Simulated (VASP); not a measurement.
# Ti2B2Os (P-3m1) in VASP: notebook

Runs on Ti2B2Os. Level: PBE. Tasks: single point, relaxation of cell and atoms.

All numbers are computed with VASP 6.6.1; they aren't measurements. Logs are shortened: lines on timing, memory, paths and dates and some standing lists are left out, and cuts for length are marked.

**1. The cell of the first run**

The structure is trigonal, space group P-3m1 (No. 164). The conventional cell has a = 3.465 Å, b = 3.465 Å, c = 5.668 Å, α = 90.00°, β = 90.00°, γ = 120.00°. Within 2.9 Å of Ti (site symmetry 3m) lie 4 B at 2.13 to 2.24 Å and 3 Ti at 2.51 Å and 3 Os at 2.89 Å. Within 2.8 Å of B (site symmetry 3m) lie 4 Ti at 2.13 to 2.24 Å and 3 Os at 2.41 Å. Within 3.2 Å of Os (site symmetry -3m) lie 6 B at 2.41 Å and 6 Ti at 2.89 Å.

The cell was generated, and may not be a known phase.

**2. Single point, PBE**

Input file INCAR:

```
PREC = Accurate
ENCUT = 520
EDIFF = 1E-6
ISMEAR = 0
SIGMA = 0.1
LREAL = False
LASPH = True
NELM = 80
ALGO = Fast
ISIF = 2
LWAVE = False
LCHARG = True
GGA = PE
LELF = True
LVHAR = True
NBANDS = 27
```

Input file KPOINTS:

```
Automatic mesh
0
Gamma
  6 6 4
```

Input file POSCAR:

```
Ti2B2Os
1.0
    3.4646342200      0.0000000000      0.0000000000
   -1.7323171100      3.0004612500      0.0000000000
    0.0000000000      0.0000000000      5.6683957800
Ti B Os
2 2 1
Direct
    0.3333333300      0.6666666700      0.6330999700
    0.6666666700      0.3333333300      0.3669000300
    0.3333333300      0.6666666700      0.2381999900
    0.6666666700      0.3333333300      0.7618000100
    0.0000000000      0.0000000000      0.0000000000
```

Potentials or basis: VASP PAW PBE potentials, release 64 (Ti_sv, B, Os).

Started as:

```
> cat potpaw_PBE.64/Ti_sv/POTCAR potpaw_PBE.64/B/POTCAR potpaw_PBE.64/Os/POTCAR > POTCAR
> mpirun -np 1 vasp_std > vasp.out
```

OUTCAR:

```text
PREC = Accurate
   ENCUT = 520
   EDIFF = 1E-6
   ISMEAR = 0
   LREAL = False
   LASPH = True
   NELM = 80
   ISIF = 2
   GGA = PE

 ion  position               nearest neighbor table
   1  0.333  0.667  0.633-   4 2.13   4 2.13   4 2.13   3 2.24   2 2.51   2 2.51   2 2.51   5 2.89
                             5 2.89   5 2.89
   2  0.667  0.333  0.367-   3 2.13   3 2.13   3 2.13   4 2.24   1 2.51   1 2.51   1 2.51   5 2.89
                             5 2.89   5 2.89
   3  0.333  0.667  0.238-   2 2.13   2 2.13   2 2.13   1 2.24   5 2.41   5 2.41   5 2.41
   4  0.667  0.333  0.762-   1 2.13   1 2.13   1 2.13   2 2.24   5 2.41   5 2.41   5 2.41
   5  0.000  0.000  0.000-   3 2.41   4 2.41   4 2.41   3 2.41   4 2.41   3 2.41   1 2.89   2 2.89
                             1 2.89   2 2.89   2 2.89   1 2.89

  LATTYP: Found a hexagonal cell.
 ALAT       =     3.4646342200
 C/A-ratio  =     1.6360733688

  Lattice vectors:

 A1 = (   3.4646342200,   0.0000000000,   0.0000000000)
 A2 = (  -1.7323171100,   3.0004612500,   0.0000000000)
 A3 = (   0.0000000000,   0.0000000000,   5.6683957800)

Analysis of symmetry for initial positions (statically):
=====================================================================
 Subroutine PRICEL returns:
 Original cell was already a primitive cell.

 Routine SETGRP: Setting up the symmetry group for a
 hexagonal supercell.

 Subroutine GETGRP returns: Found 12 space group operations
 (whereof 12 operations were pure point group operations)
 out of a pool of 24 trial point group operations.

The static configuration has the point symmetry D_3d.

Analysis of symmetry for dynamics (positions and initial velocities):
=====================================================================
 Subroutine PRICEL returns:
 Original cell was already a primitive cell.

 Routine SETGRP: Setting up the symmetry group for a
 hexagonal supercell.

 Subroutine GETGRP returns: Found 12 space group operations
 (whereof 12 operations were pure point group operations)
 out of a pool of 24 trial point group operations.

The dynamic configuration has the point symmetry D_3d.

 Subroutine INISYM returns: Found 12 space group operations
 (whereof 12 operations are pure point group operations),
 and found     1 'primitive' translations

----------------------------------------------------------------------------------------

                                     Primitive cell

  volume of cell :      58.9258

[... 88 lines left out ...]
   LNONCOLLINEAR =      F non collinear calculations
   LSORBIT =      F    spin-orbit coupling
   LASPH  =      T    aspherical Exc in radial PAW
   ENCUT  =  520.0 eV  38.22 Ry    6.18 a.u.   6.44  6.44 10.54*2*pi/ulx,y,z
   NELM   =     80;   NELMIN=  2; NELMDL= -5     # of ELM steps
   EDIFF  = 0.1E-05   stopping-criterion for ELM
   LREAL  =      F    real-space projection
[... 7 lines left out ...]
   TEBEG  =    0.0;   TEEND  =   0.0 temperature during run
   PSTRESS=    0.0 pullay stress
   NELECT =      38.0000    total number of electrons
   NUPDOWN=      -1.0000    fix difference up-down
   EMIN   =  10.00;   EMAX   =-10.00  energy-range for DOS
   EFERMI =   0.00;   METHOD = LEGACY
   ISMEAR =     0;   SIGMA  =   0.10  broadening in eV -4-tet -1-fermi 0-gaus
   EFERMI_NEDOS =   21; number of points for ismear=-14 and -15
   IALGO  =     68    algorithm
   IMIX   =      4    mixing-type and parameters
     AMIX     =   0.40;   BMIX     =  1.00
     AMIX_MAG =   1.60;   BMIX_MAG =  1.00
  volume/ion in A,a.u.               =      11.79        79.53
  Fermi-wavevector in a.u.,A,eV,Ry     =   1.414385  2.672799 27.218233  2.000484
  Thomas-Fermi vector in A             =   2.535932
   LORBIT       =      0    0 simple, 1 ext, 2 COOP (PROOUT), +10 PAW based schemes
   GGA     = PE    functional components
   LHFCALC =     F    Hartree Fock is set to
   AEXX    =    0.0000 exact exchange contribution
   IVDW    =     0    specifies the selected vdW correction
   LEPSILON=     F    determine dielectric tensor
   LRPA    =     F    only Hartree local field effects (RPA)
 non-spin polarized calculation
 RMM-DIIS sequential band-by-band and
 Gauss-broadening in eV      SIGMA  =   0.10
  energy-cutoff  :      520.00
  volume of cell :       58.93
 maximum number of plane-waves:      1617
 NGX is ok and might be reduce to    28
   NGX = 13   NGY = 13   NGZ = 21

 number of electron      38.0000001 magnetization

 Free energy of the ion-electron system (eV)
  ---------------------------------------------------
  ext. energy  EPLUGINS =         0.00000000
  ---------------------------------------------------
  free energy    TOTEN  =       -39.57406997 eV

  energy without entropy =      -39.55080316  energy(sigma->0) =      -39.56243656

 E-fermi :   8.3264     XC(G=0): -12.5009

 val. band max:        8.3034502511   @ k =   0.1667   0.0000   0.5000
 cond. band min:       8.3272976433   @ k =   0.3333   0.1667   0.5000
 fundamental gap:      0.0238473922
 Fermi energy:         8.3263835888

 k-point     1 :       0.0000    0.0000    0.0000
  band No.  band energies     occupation
      1     -47.9802      2.00000
      2     -47.6575      2.00000
      3     -24.4295      2.00000
      4     -24.3421      2.00000
      5     -24.3421      2.00000
      6     -23.9170      2.00000
[... 709 lines left out ...]
     26      11.7706      0.00000
     27      12.7518      0.00000

------------------------ aborting loop because EDIFF is reached ----------------------------------------

  FORCE on cell =-STRESS in cart. coord.  units (eV):
  Direction    XX          YY          ZZ          XY          YZ          ZX
  --------------------------------------------------------------------------------------
  -------------------------------------------------------------------------------------
  Total        1.6433774      1.6433774      6.5927376      0.0000000      0.0000000     -0.0000000
  in kB       44.6829985     44.6829985    179.2548006      0.0000000      0.0000000     -0.0000000
  external PRESSURE =      89.5402659 kB  Pullay stress =       0.0000000 kB

 VOLUME and BASIS-vectors are now :
 -----------------------------------------------------------------------------
  energy-cutoff  :      520.00
  volume of cell :       58.93
      direct lattice vectors                 reciprocal lattice vectors
     3.464634220  0.000000000  0.000000000     0.288630758  0.166641046  0.000000000
    -1.732317110  3.000461250  0.000000000     0.000000000  0.333282091  0.000000000
     0.000000000  0.000000000  5.668395780     0.000000000  0.000000000  0.176416757

 POSITION                                       TOTAL-FORCE (eV/Angst)
 -----------------------------------------------------------------------------------
     -0.00000      2.00031      3.58866        -0.000000      0.000000      3.739061
      1.73232      1.00015      2.07973         0.000000     -0.000000     -3.739061
     -0.00000      2.00031      1.35021         0.000000      0.000000     -3.387735
      1.73232      1.00015      4.31818         0.000000      0.000000      3.387735
      0.00000      0.00000      0.00000         0.000000      0.000000      0.000000
 -----------------------------------------------------------------------------------
    total drift:                                0.000000     -0.000000      0.000000

  FREE ENERGIE OF THE ION-ELECTRON SYSTEM (eV)
  ---------------------------------------------------
  free  energy   TOTEN  =       -39.5740699698 eV

  energy  without entropy=      -39.5508031560  energy(sigma->0) =      -39.56243656
```

It took 50 s on 1 thread of Intel Xeon 6975P-C (Granite Rapids), shared host; peak memory 0.2 GiB.

Results:

```
Free energy            : -39.5741 eV
Pressure               : 9.0 GPa
Largest force          : 3.739 eV/Å
Band gap on the k mesh : zero (bands 19 and 20 overlap by 0.98 eV)
```

Forces on the atoms (eV/Å):
```
Ti   0.000  0.000  3.739
Ti   0.000  0.000 -3.739
B    0.000  0.000 -3.388
B    0.000  0.000  3.388
Os   0.000  0.000  0.000
```

Levels at points of the mesh, in eV from the Fermi level:
```
           k point  band 15  band 16  band 17  band 18  band 19  band 20  band 21  band 22  band 23  band 24
(0.00, 0.00, 0.00)    -2.39    -2.29    -2.29    -1.35    -0.43     0.69     0.69     2.21     2.21     3.25
(0.50, 0.00, 0.00)    -2.81    -1.61    -0.66    -0.46    -0.37     0.25     0.49     1.44     2.02     2.18
(0.00, 0.00, 0.50)    -1.96    -1.38    -1.38    -0.97    -0.21    -0.09    -0.09     0.82     0.82     2.77
(0.50, 0.00, 0.50)    -2.78    -1.90    -1.35    -0.64     0.07     0.09     0.86     1.68     1.85     2.40
```

Caveat: the stress differs along the axes, from 4 to 18 GPa; spin-orbit coupling is left out, which moves the levels of the heavy elements; forces of over 1 eV/Å act on the atoms, so gaps and moduli don't describe the material at rest.

**3. Single point, PBE**

This run uses another cell than the first one, of 12.19 Å³/atom.

Input file INCAR:

```
SYSTEM = Ti2B2Os
PREC = Accurate
ENCUT = 520
EDIFF = 1E-6
ISMEAR = 0
SIGMA = 0.1
LREAL = .FALSE.
LASPH = .TRUE.
NELM = 60
ALGO = Fast
ISIF = 2
LWAVE = .FALSE.
LCHARG = .FALSE.
GGA = PE
NBANDS = 27
```

Input file KPOINTS:

```
Automatic mesh
0
G
  6 6 4
  0 0 0
```

Input file POSCAR:

```
Ti2B2Os
1.0
    3.7973291949      0.0000000000      0.0000000000
   -1.8986645975      3.2885835494      0.0000000000
    0.0000000000      0.0000000000      4.8797495889
Ti B Os
2 2 1
Direct
    0.3333333333      0.6666666667      0.6860680693
    0.6666666667      0.3333333333      0.3139319307
    0.3333333333      0.6666666667      0.1826481251
    0.6666666667      0.3333333333      0.8173518749
    0.0000000000      0.0000000000      0.0000000000
```

Potentials or basis: VASP PAW PBE potentials, release 64 (Ti_sv, B, Os).

Started as:

```
> cat potpaw_PBE.64/Ti_sv/POTCAR potpaw_PBE.64/B/POTCAR potpaw_PBE.64/Os/POTCAR > POTCAR
> mpirun -np 1 vasp_std > vasp.out
```

Wall time 44 s (1 thread of Intel Xeon 6975P-C (Granite Rapids), shared host); peak memory 0.19 GiB.

It converged, with:

```
Free energy            : -41.5989 eV
Pressure               : 0.2 GPa
Largest force          : 0.015 eV/Å
Band gap on the k mesh : zero (bands 19 and 20 overlap by 1.48 eV)
```

Forces on the atoms (eV/Å):
```
Ti   0.000  0.000  0.015
Ti   0.000  0.000 -0.015
B    0.000  0.000  0.006
B    0.000  0.000 -0.006
Os   0.000  0.000  0.000
```

Stress tensor (GPa, compression positive):
```
0.22 0.00 0.00
0.00 0.22 0.00
0.00 0.00 0.09
```

Levels at points of the mesh, in eV from the Fermi level:
| k point | band 15 | band 16 | band 17 | band 18 | band 19 | band 20 | band 21 | band 22 | band 23 | band 24 |
| --- | --- | --- | --- | --- | --- | --- | --- | --- | --- | --- |
| (0.00, 0.00, 0.00) | -3.41 | -2.07 | -2.07 | 0.39 | 1.34 | 1.34 | 1.71 | 1.71 | 2.16 | 2.43 |
| (0.50, 0.00, 0.00) | -2.32 | -2.24 | -2.17 | -1.64 | -1.02 | -0.12 | 0.94 | 1.06 | 1.30 | 1.45 |
| (0.00, 0.00, 0.50) | -3.11 | -1.90 | -1.90 | -0.61 | 0.08 | 0.84 | 0.84 | 1.19 | 1.19 | 2.97 |
| (0.50, 0.00, 0.50) | -2.70 | -2.54 | -2.46 | -1.71 | -1.28 | 0.65 | 0.78 | 0.84 | 1.11 | 1.70 |

Caveat: spin-orbit coupling is left out, which moves the levels of the heavy elements.

**4. Relaxation of cell and atoms, PBE**

Input file INCAR:

```
PREC     = Accurate       # precision mode
ENCUT    = 600            # plane-wave cutoff, eV
EDIFF    = 1E-7           # SCF threshold, eV
ISMEAR   = 0              # smearing method
SIGMA    = 0.1            # smearing width, eV
LREAL    = F              # projectors in reciprocal space
LASPH    = T              # aspherical terms in the spheres
NELM     = 100            # most SCF steps
ALGO     = Normal         # electronic algorithm
ISIF     = 3              # what is computed and relaxed
LWAVE    = F              # write WAVECAR
LCHARG   = F              # write CHGCAR
GGA      = PE             # functional
IBRION   = 2              # ionic algorithm
NSW      = 90             # ionic steps
EDIFFG   = -0.04          # ionic threshold
```

Input file KPOINTS:

```
Automatic mesh
0
Gamma
  6 6 4
```

Input file POSCAR:

```
Ti2B2Os
1.0
    3.4646342200      0.0000000000      0.0000000000
   -1.7323171100      3.0004612500      0.0000000000
    0.0000000000      0.0000000000      5.6683957800
Ti B Os
2 2 1
Direct
    0.3333333300      0.6666666700      0.6330999700
    0.6666666700      0.3333333300      0.3669000300
    0.3333333300      0.6666666700      0.2381999900
    0.6666666700      0.3333333300      0.7618000100
    0.0000000000      0.0000000000      0.0000000000
```

Started as:

```
> cat potpaw_PBE.64/Ti_sv/POTCAR potpaw_PBE.64/B/POTCAR potpaw_PBE.64/Os/POTCAR > POTCAR
> mpirun -np 1 vasp_std > vasp.out
```

It took 5.6 min on 1 thread of Intel Xeon 6975P-C (Granite Rapids), shared host; peak memory 0.23 GiB.

It converged, with:

```yaml
Free_energy: -41.5662 eV
Relaxed_volume: 12.58 Å³/atom
Relaxed_cell: a = 3.343 Å, b = 3.343 Å, c = 6.501 Å, α = 90.00°, β = 90.00°, γ = 120.00°
Space_group_after_relaxing_to_0.1_Å: P-3m1 (No. 164)
Energy_gained_by_relaxing: 398.1 meV/atom
Ionic_steps: 17
Pressure_after_relaxing: -0.2 GPa
Largest_force_after_relaxing: 0.031 eV/Å
Band_gap_on_the_k_mesh: zero (bands 19 and 20 overlap by 1.03 eV)
```

Forces on the atoms (eV/Å):
```
Ti   0.000  0.000 -0.003
Ti   0.000  0.000  0.003
B    0.000  0.000 -0.031
B    0.000  0.000  0.031
Os   0.000  0.000  0.000
```

Stress tensor (GPa, compression positive):
```
-0.30  0.00  0.00
 0.00 -0.30  0.00
 0.00  0.00 -0.09
```

Step by step:
```
step  energy change (eV)  largest force (eV/Å)  pressure (GPa)  volume (Å³)
   1              0.0000                3.7366            8.98        58.93
   2             -1.3167                1.7329           -9.48        64.70
   3             -1.3422                1.5984          -11.66        66.33
   4             -1.5469                1.7276           16.36        59.09
   5             -1.6669                1.1871            4.03        61.64
   6             -1.8665                0.3811            1.83        62.04
   7             -1.8784                0.1059            1.40        62.16
   8             -1.9282                0.0768           -2.06        63.20
   9             -1.9423                0.2467           -4.51        64.00
  10             -1.9639                0.2336           -3.58        63.74
  11             -1.9868                0.2041           -1.43        63.17
  12             -1.9875                0.1974           -0.98        63.05
  13             -1.9894                0.1290           -0.36        62.88
  14             -1.9900                0.0665            0.20        62.73
  15             -1.9900                0.0604            0.26        62.72
  16             -1.9902                0.0445            0.14        62.77
  17             -1.9903                0.0312           -0.23        62.92
```

Final structure:
```
CELL_PARAMETERS angstrom
3.34299 0.00000 0.00000
-1.67149 2.89511 0.00000
0.00000 0.00000 6.50137
ATOMIC_POSITIONS crystal
Ti 0.33333 0.66667 0.66780
Ti 0.66667 0.33333 0.33220
B 0.33333 0.66667 0.16479
B 0.66667 0.33333 0.83521
Os 0.00000 0.00000 0.00000
```

Levels at points of the mesh, in eV from the Fermi level:
| k point | band 16 | band 17 | band 18 | band 19 | band 20 | band 21 | band 22 | band 23 |
| --- | --- | --- | --- | --- | --- | --- | --- | --- |
| (0.00, 0.00, 0.00) | -1.09 | -1.08 | -1.08 | -0.89 | 1.26 | 1.26 | 1.57 | 1.57 |
| (0.50, 0.00, 0.00) | -2.01 | -1.48 | -1.09 | -0.59 | 0.05 | 0.84 | 1.77 | 1.99 |
| (0.00, 0.00, 0.50) | -1.24 | -0.60 | -0.60 | -0.46 | 0.58 | 0.58 | 0.59 | 0.59 |
| (0.50, 0.00, 0.50) | -1.82 | -1.29 | -0.98 | -0.67 | -0.09 | 0.97 | 1.25 | 2.14 |

Caveat: spin-orbit coupling is left out, which moves the levels of the heavy elements.

**5. Single point, PBE**

This run uses another cell than the first one, of 12.25 Å³/atom.

Input file INCAR:

```
PREC     = Accurate       # precision mode
ENCUT    = 520            # plane-wave cutoff, eV
EDIFF    = 1E-6           # SCF threshold, eV
ISMEAR   = 0              # smearing method
SIGMA    = 0.1            # smearing width, eV
LREAL    = F              # projectors in reciprocal space
LASPH    = T              # aspherical terms in the spheres
NELM     = 80             # most SCF steps
ALGO     = Fast           # electronic algorithm
ISIF     = 2              # what is computed and relaxed
LWAVE    = F              # write WAVECAR
LCHARG   = T              # write CHGCAR
GGA      = PE             # functional
LELF     = T              # ELF
LVHAR    = T            
NBANDS   = 27             # bands
```

Input file KPOINTS:

```
Automatic mesh
0
Gamma
  12 12 8
```

Input file POSCAR:

```
Ti2B2Os
1.0
    3.8282338522      0.0000000000      0.0000000000
   -1.9141169261      3.3153477676      0.0000000000
    0.0000000000      0.0000000000      4.8258423126
Ti B Os
2 2 1
Direct
    0.3333333333      0.6666666667      0.6941734936
    0.6666666667      0.3333333333      0.3058265064
    0.3333333333      0.6666666667      0.1913735014
    0.6666666667      0.3333333333      0.8086264986
    0.0000000000      0.0000000000      0.0000000000
```

Started as:

```
> cat potpaw_PBE.64/Ti_sv/POTCAR potpaw_PBE.64/B/POTCAR potpaw_PBE.64/Os/POTCAR > POTCAR
> mpirun -np 1 vasp_std > vasp.out
```

Wall time 3.7 min (1 thread of Intel Xeon 6975P-C (Granite Rapids), shared host); peak memory 0.33 GiB.

It converged, with:

* Free energy: -41.6096 eV
* Pressure: 0.1 GPa
* Largest force: 0.023 eV/Å
* Band gap on the k mesh: zero (bands 19 and 20 overlap by 1.55 eV)

Forces on the atoms (eV/Å):
```
Ti   0.000  0.000 -0.023
Ti   0.000  0.000  0.023
B    0.000  0.000  0.018
B    0.000  0.000 -0.018
Os   0.000  0.000  0.000
```

Stress tensor (GPa, compression positive):
```
0.20 0.00 0.00
0.00 0.20 0.00
0.00 0.00 0.03
```

Levels at points of the mesh, in eV from the Fermi level:
```csv
k point,band 15,band 16,band 17,band 18,band 19,band 20,band 21,band 22,band 23,band 24
"(0.00, 0.00, 0.00)",-3.47,-2.14,-2.14,0.23,1.31,1.31,1.63,1.63,2.21,2.36
"(0.50, 0.00, 0.00)",-2.39,-2.30,-2.18,-1.57,-1.01,-0.22,0.98,1.07,1.25,1.46
"(0.00, 0.00, 0.50)",-3.20,-2.06,-2.06,-0.90,0.06,0.91,0.91,1.29,1.29,3.15
"(0.50, 0.00, 0.50)",-2.69,-2.67,-2.46,-1.85,-1.34,0.67,0.75,0.91,1.05,1.53
```

Caveat: spin-orbit coupling is left out, which moves the levels of the heavy elements.

**6. The runs side by side**

```tsv
task	cell	k mesh	cutoff (eV)	gap on the mesh (eV)	pressure (GPa)	largest force (eV/Å)
single point	a = 3.465, b = 3.465, c = 5.668 Å, angles 90.0, 90.0, 120.0°, 5 atoms, atomic positions A	6 × 6 × 4	520	none	9.0	3.74
single point	a = 3.797, b = 3.797, c = 4.880 Å, angles 90.0, 90.0, 120.0°, 5 atoms, atomic positions B	6 × 6 × 4	520	none	0.2	0.02
relaxation of cell and atoms	relaxed from a = 3.465, b = 3.465, c = 5.668 Å, angles 90.0, 90.0, 120.0°, 5 atoms, atomic positions A	6 × 6 × 4	600	none	-0.2	0.03
single point	a = 3.828, b = 3.828, c = 4.826 Å, angles 90.0, 90.0, 120.0°, 5 atoms, atomic positions C	12 × 12 × 8	520	none	0.1	0.02
```

Alike in all rows: level PBE; potentials or basis VASP PAW PBE potentials, release 64 (Ti_sv, B, Os); no spin polarisation; smearing gaussian 0.1 eV.

Caveats: spin-orbit coupling is left out, which moves the levels of the heavy elements; the stress differs along the axes, from 4 to 18 GPa (at least some runs); forces of over 1 eV/Å act on the atoms, so gaps and moduli don't describe the material at rest (at least some runs).

Total energies depend on the potentials used, so only differences within one code and one set of settings carry meaning.

The gap in the log of VASP goes by the Fermi energy; the results here count the filled bands.